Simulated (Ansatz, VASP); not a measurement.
TiO2: VASP beside Ansatz

```xyz
6
Lattice="4.6431 0.0000 0.0000 0.0000 4.6431 0.0000 0.0000 0.0000 2.9640" Properties=species:S:1:pos:R:3 pbc="T T T"
Ti    0.0000    0.0000   -0.4500
Ti    2.3215    2.3215    1.4820
O     1.4166    1.4166    0.0000
O     0.9049    3.7382    1.4820
O     3.2264    3.2264    0.0000
O     3.7382    0.9049    1.4820
```

Alike in both runs: task single point; functional PBE; k mesh 6 × 6 × 10; occupations gaussian, width 0.05 eV; no spin polarisation.

```csv
,VASP,Ansatz
version,VASP 6.6.1,Ansatz 0.2.0
potentials or method,"VASP PAW PBE potentials, release 64 (Ti_sv, O), cutoff 520 eV","scalar-relativistic, plane waves, PAW"
valence electrons in the cell,48,48
```

Ansatz gave:

| Item | Value |
| --- | --- |
| gap on the k mesh at the Fermi level (eV) | 2.47 |
| least direct gap on the mesh (eV) | 2.64 |
| pressure (GPa) | 15.1 |
| traceless stress, the component that is largest in VASP (GPa) | -14.52 |
| rms of the force components (eV/Å) | 2.273 |

Question: Which values does VASP return?

Answer: gap on the k mesh at the Fermi level (eV): 2.45; least direct gap on the mesh (eV): 2.62; pressure (GPa): 15.9; traceless stress, the component that is largest in VASP (GPa): -14.91; rms of the force components (eV/Å): 2.363.

Atom by atom the forces differ by 0.092 eV/Å (rms over components). The functional is the same, so the differences come from potentials, cutoffs and numerics.
